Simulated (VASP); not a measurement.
Set up this calculation in VASP 6.6.1, as the native input.

| Property | Result |
| --- | --- |
| Task | single point |
| Functional | revPBE |
| Potentials or basis | VASP PAW PBE potentials, release 64 (Ca_sv) |
| Cutoff | 520 eV |
| k mesh | 7 × 7 × 9 |
| Occupations | fermi-dirac, width 0.1 eV |
| Spin | no spin polarisation |
| Dipole correction | no |
| Further INCAR settings | ALGO = Normal; EDIFF = 1e-06; NBANDS = 22 |

The structure of Ca lies in POSCAR:

```
Ca
1.0
    6.3646626110      0.0000000000      0.0000000000
   -3.1823313055      5.5119595076      0.0000000000
    0.0000000000      0.0000000000      3.8041743643
Ca
3
Direct
    1.0000000000      1.0000000000      0.0000000000
    0.3333333333      0.6666666667      0.5000000000
    0.6666666667      0.3333333333      0.5000000000
```

This isn't the form of Ca at room conditions, which is fcc.

These files were run (other wordings do the same):

INCAR

```
PREC = Accurate ; ENCUT = 520
EDIFF = 1E-6 ; ISMEAR = -1
SIGMA = 0.1 ; LREAL = F
LASPH = T ; NELM = 60
ALGO = Normal ; ISIF = 2
LWAVE = F ; LCHARG = F
GGA = RE ; NBANDS = 22
```

KPOINTS

```
regular mesh
0
Gamma
  7 7 9
```

Potentials or basis: VASP PAW PBE potentials, release 64 (Ca_sv).

Command:

```bash
$ cat potpaw_PBE.64/Ca_sv/POTCAR > POTCAR
$ mpirun -np 1 vasp_std > vasp.out
```

It gave:

```
Pressure               : 0.0 GPa
Band gap on the k mesh : zero (bands 15 and 16 overlap by 0.41 eV)
```

Caveat: the PAW data sets were made with another functional, which shifts forces and pressure a little.

It took 2.4 min on 1 thread of Intel Xeon 8259CL, with other jobs on the host, peak memory 0.28 GiB.
